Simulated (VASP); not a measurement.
A run of VASP 6.6.1:

The input INCAR:

```
PREC = Accurate
ENCUT = 600
EDIFF = 1E-6
ISMEAR = -1
SIGMA = 0.05
LREAL = F
LASPH = T
NELM = 60
ALGO = Normal
ISIF = 3
LWAVE = F
LCHARG = F
GGA = PE
IBRION = 2
NSW = 60
EDIFFG = -0.005
PSTRESS = 170.0
```

KPOINTS

```
regular mesh
0
Gamma
  9 9 5
```

POSCAR

```
TePb
1.0
    4.4383695196      0.0000000000      0.0000000000
   -2.2191847598      3.8437407553      0.0000000000
    0.0000000000      0.0000000000      7.2345423169
Pb Te
2 2
Direct
    0.3333333333      0.6666666667      0.0000000000
    0.6666666667      0.3333333333      0.5000000000
    0.3333333333      0.6666666667      0.3760000000
    0.6666666667      0.3333333333      0.8760000000
```

Potentials or basis: VASP PAW PBE potentials, release 64 (Pb_d, Te).

Launch:

```sh
$ cat potpaw_PBE.64/Pb_d/POTCAR potpaw_PBE.64/Te/POTCAR > POTCAR
$ mpirun -np 1 vasp_std > vasp.out
```

Hardware: 1 thread of AMD EPYC 9R45 96-Core Processor (Zen 5), on a shared host.

Question: Estimate the wall time of this run.

Answer: Run time: 45 min on 1 thread of AMD EPYC 9R45 96-Core Processor (Zen 5) (shared host), peak memory 0.33 GiB. Counts: scf iterations 407, k points 36, ion steps 52.
